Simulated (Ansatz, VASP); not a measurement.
## One calculation of TaAs, two programs

The input POSCAR:

```
TaAs
1.0
   -1.7218133622      1.7218133622      5.8679415361
    1.7218133622     -1.7218133622      5.8679415361
    1.7218133622      1.7218133622     -5.8679415361
Ta As
2 2
Direct
    0.4999673000      0.9999673000      0.5000000000
    0.7499673000      0.7499673000      0.0000000000
    0.0826321200      0.5826321200      0.5000000000
    0.3326321200      0.3326321200      0.0000000000
```

The input INCAR.step1:

```
SYSTEM = TaAs
PREC     = Accurate       ! precision mode
ENCUT    = 520            ! plane-wave cutoff, eV
ISMEAR   = 0              ! smearing method
SIGMA    = 0.1            ! smearing width, eV
LREAL    = .FALSE.        ! projectors in reciprocal space
LASPH    = .TRUE.         ! aspherical terms in the spheres
NELM     = 80             ! most SCF steps
NBANDS   = 24             ! bands
GGA      = PE             ! functional
ALGO     = Normal         ! electronic algorithm
EDIFF    = 1E-4           ! SCF threshold, eV
LWAVE    = .TRUE.         ! write WAVECAR
LCHARG   = .FALSE.        ! write CHGCAR
```

INCAR.step2

```
SYSTEM = TaAs
PREC     = Accurate       ! precision mode
ENCUT    = 520            ! plane-wave cutoff, eV
EDIFF    = 1E-6           ! SCF threshold, eV
ISMEAR   = 0              ! smearing method
SIGMA    = 0.1            ! smearing width, eV
LREAL    = .FALSE.        ! projectors in reciprocal space
LASPH    = .TRUE.         ! aspherical terms in the spheres
NELM     = 80             ! most SCF steps
ALGO     = Normal         ! electronic algorithm
ISIF     = 2              ! what is computed and relaxed
LWAVE    = .FALSE.        ! write WAVECAR
LCHARG   = .FALSE.        ! write CHGCAR
METAGGA  = R2SCAN         ! meta-GGA
LMIXTAU  = .TRUE.       
NBANDS   = 24             ! bands
ISTART   = 1
```

The input KPOINTS:

```
regular mesh
0
G
  8 8 8
  0 0 0
```

Input for Ansatz:

```yaml
crystal:
  lattice:
    - [-1.7218133622, 1.7218133622, 5.8679415361]
    - [1.7218133622, -1.7218133622, 5.8679415361]
    - [1.7218133622, 1.7218133622, -5.8679415361]
  atoms:
    - { symbol: Ta, position: [0.4999673, 0.9999673, 0.5] }
    - { symbol: Ta, position: [0.7499673, 0.7499673, 0.0] }
    - { symbol: As, position: [0.08263212, 0.58263212, 0.5] }
    - { symbol: As, position: [0.33263212, 0.33263212, 0.0] }
basis:
  ecutwfc: 500
kpoints:
  mp_grid: { grid: [8, 8, 8] }
hamiltonian:
  xc: r2scan
  pseudopotentials: { kind: paw }
scf:
  occupations: { method: gaussian, width: 0.1 }
output:
  forces: true
  stress: true
  eigenvalues: true
```

Alike in both runs: task single point; functional r2SCAN; k mesh 8 × 8 × 8; occupations gaussian, width 0.1 eV; no spin polarisation.

|  | VASP | Ansatz |
| --- | --- | --- |
| version | VASP 6.6.1 | Ansatz 0.2.0 |
| potentials or method | VASP PAW PBE potentials, release 64 (Ta_pv, As), cutoff 520 eV | scalar-relativistic, plane waves, PAW |
| valence electrons in the cell | 32 | 56 |

Ansatz gave:

- gap on the k mesh at the Fermi level (eV): none
- pressure (GPa): -0.5
- traceless stress, the component that is largest in VASP (GPa): 0.18
- rms of the force components (eV/Å): 0.003

Task: What did VASP give for the same quantities?

Result: gap on the k mesh at the Fermi level (eV): none; pressure (GPa): 0.0; traceless stress, the component that is largest in VASP (GPa): 0.13; rms of the force components (eV/Å): 0.003.

VASP's potentials were made for PBE, not for r2SCAN. Atom by atom the forces differ by 0.000 eV/Å (rms over components). A gap of «none» marks a metal or a gap that the smearing closes. VASP's potentials hold 32 valence electrons a cell and Ansatz's 56, so a difference there can come from the potentials and not from the codes.

Spin-orbit coupling is off throughout.
